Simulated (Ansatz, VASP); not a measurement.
# Si4Ge in VASP and in Ansatz

```
Si Ge
1.0
    -3.50419    3.50419    1.62586
     3.50419   -3.50419    1.62586
     3.50419    3.50419   -1.62586
Si Ge
4 1
Direct
  0.13934 0.65115 0.79048
  0.86066 0.34885 0.20952
  0.65115 0.86066 0.51181
  0.34885 0.13934 0.48819
  0.50000 0.50000 0.00000
```

Alike in both runs: functional PBE; k mesh 12 × 12 × 12; occupations gaussian, width 0.1 eV; no spin polarisation.

Ansatz relaxed the structure, and its values are those at the end. VASP's run is a single point on that final structure, the one shown.

|  | VASP | Ansatz |
| --- | --- | --- |
| version | VASP 6.6.1 | Ansatz 0.2.0 |
| potentials or method | VASP PAW PBE potentials, release 64 (Si, Ge_d), cutoff 520 eV | scalar-relativistic, plane waves, PAW |
| valence electrons in the cell | 30 | 30 |

Ansatz gave:

- gap on the k mesh at the Fermi level (eV): none
- pressure (GPa): 0.0

Question: Which values does VASP return?

Answer: gap on the k mesh at the Fermi level (eV): none; pressure (GPa): -0.1.

A gap of «none» marks a metal or a gap that the smearing closes.
